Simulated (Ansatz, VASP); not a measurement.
ZnCu2 in VASP and in Ansatz

File INCAR:

```
ALGO     = Normal         # electronic algorithm
DIPOL    = 0.5 0.5 0.500
EDIFF    = 1E-7           # SCF threshold, eV
ENCUT    = 520            # plane-wave cutoff, eV
IDIPOL   = 3            
ISIF     = 2              # what is computed and relaxed
ISMEAR   = -1             # smearing method
LASPH    = True           # aspherical terms in the spheres
LCHARG   = True           # write CHGCAR
LDIPOL   = True         
LELF     = True           # ELF
LREAL    = False          # projectors in reciprocal space
LVACPOTAV= True         
LVHAR    = True         
LWAVE    = False          # write WAVECAR
NBANDS   = 24             # bands
NELM     = 60             # most SCF steps
PREC     = Accurate       # precision mode
SIGMA    = 0.05           # smearing width, eV
```

File KPOINTS:

```
k-points
0
Gamma
  17 17 1
```

File POSCAR:

```
ZnCu2
1.0
    2.4873748555      0.0000000000      0.0000000000
   -1.2436874278      2.1541298136      0.0000000000
    0.0000000000      0.0000000000     20.0619000000
Cu Zn
2 1
Direct
    0.1666666667      0.3333333333      0.4002530736
    0.8333333333      0.6666666667      0.5997469141
    0.5000000000      1.0000000000      0.5000000120
```

Input for Ansatz:

```yaml
crystal:
  lattice:
    - [2.4873748555, 0.0, 0.0]
    - [-1.2436874278, 2.1541298136, 0.0]
    - [0.0, 0.0, 20.0619]
  atoms:
    - { symbol: Cu, position: [0.1666666667, 0.3333333333, 0.4002530736] }
    - { symbol: Zn, position: [0.5, 1.0, 0.500000012] }
    - { symbol: Cu, position: [0.8333333333, 0.6666666667, 0.5997469141] }
kpoints:
  mp_grid: { grid: [17, 17, 1] }
scf:
  occupations: { method: fermi_dirac, width: 0.05 }
hamiltonian:
  xc: lda
  pseudopotentials: { kind: paw }
output:
  forces: true
  stress: true
  eigenvalues: true
efield:
  axis: 3
  amplitude: 0
  dipole_correction: true
```

Alike in both runs: task single point; functional LDA; k mesh 17 × 17 × 1; occupations fermi-dirac, width 0.05 eV; no spin polarisation.

```csv
,VASP,Ansatz
version,VASP 6.6.1,Ansatz 0.2.0
potentials or method,"VASP PAW LDA potentials, release 64 (Cu, Zn)","PAW with Ansatz's default frozen-core files, scalar-relativistic"
plane-wave cutoff (eV),520,420
valence electrons in the cell,34,50
```

|  | VASP | Ansatz | Ansatz less VASP |
| --- | --- | --- | --- |
| rms of the force components (eV/Å) | 0.221 | 0.195 | -0.0256 |

LDA's correlation is that of Perdew and Zunger in VASP and of Perdew and Wang (1992) in Ansatz. VASP's potentials hold 34 valence electrons a cell and Ansatz's 50, so a difference there can come from the potentials and not from the codes.
